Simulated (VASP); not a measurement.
Write the native input for VASP 6.6.1 that does the following.

- Task: single point
- Functional: PBE
- Potentials or basis: VASP PAW PBE potentials, release 64 (W_sv)
- Cutoff: 520 eV
- k mesh: 14 × 14 × 14
- Occupations: fermi-dirac, width 0.1 eV
- Spin: no spin polarisation
- Dipole correction: no
- Further INCAR settings: ALGO = Normal; EDIFF = 1e-06; NBANDS = 13

The structure of W lies in POSCAR:

```
W
1.0
    0.0000000000      2.0190120703      2.0190120703
    2.0190120703      0.0000000000      2.0190120703
    2.0190120703      2.0190120703      0.0000000000
W
1
Direct
    0.0000000000      0.0000000000      0.0000000000
```

The input as run:

INCAR

```
PREC = Accurate
ENCUT = 520
EDIFF = 1E-6
ISMEAR = -1
SIGMA = 0.1
LREAL = F
LASPH = T
NELM = 60
ALGO = Normal
ISIF = 2
LWAVE = F
LCHARG = F
GGA = PE
NBANDS = 13
```

KPOINTS

```
Automatic mesh
0
Gamma
  14 14 14
```

Potentials or basis: VASP PAW PBE potentials, release 64 (W_sv).

The run is started by

```console
$ cat potpaw_PBE.64/W_sv/POTCAR > POTCAR
$ mpirun -np 1 vasp_std > vasp.out
```

It gave:

- Pressure: 0.5 GPa
- Band gap on the k mesh: zero (band 7 reaches 13.48 eV, above the bottom of band 8 at 9.89 eV)

Caveat: spin-orbit coupling is left out, which moves the levels of the heavy elements.

Wall time 9.4 s on 1 thread of Intel(R) Xeon(R) Platinum 8488C (Sapphire Rapids), on a shared host, peak memory 0.15 GiB.
